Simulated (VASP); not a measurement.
Pb: single point with LDA

Crystal: Pb.

```
Pb
1.0
     0.00000    2.50089    2.50089
     2.50089    0.00000    2.50089
     2.50089    2.50089    0.00000
Pb
1
Direct
  0.00000 0.00000 0.00000
```

This cell differs from its parent crystal: volume scaled by 1.08.

```json
{
  "Program": "VASP 6.6.1",
  "Task": "single point",
  "Functional": "LDA",
  "Potentials or basis": "VASP PAW LDA potentials, release 64 (Pb_d)",
  "Cutoff": "520 eV",
  "k mesh": "18 × 18 × 18",
  "Occupations": "fermi-dirac, width 0.1 eV",
  "Spin": "no spin polarisation"
}
```

```json
{"Pressure": "-3.1 GPa", "Band gap on the k mesh": "zero (band 7 reaches 13.76 eV, above the bottom of band 8 at 5.18 eV)"}
```

Levels at points of the mesh, in eV from the Fermi level:
```
           k point  band 5  band 6  band 7  band 8  band 9  band 10
(0.00, 0.00, 0.00)  -16.89  -11.59    7.07    7.07    7.07     9.78
(0.50, 0.00, 0.00)  -16.76   -8.15   -4.08    5.31    5.31     9.24
(0.50, 0.50, 0.00)  -16.73   -6.82   -3.18    1.95    1.95     5.34
```

It took 31 s on 1 thread of Intel(R) Xeon(R) 6975P-C (Granite Rapids), with other jobs on the host, peak memory 0.2 GiB.

Caveat: spin-orbit coupling is left out, which moves the levels of the heavy elements.
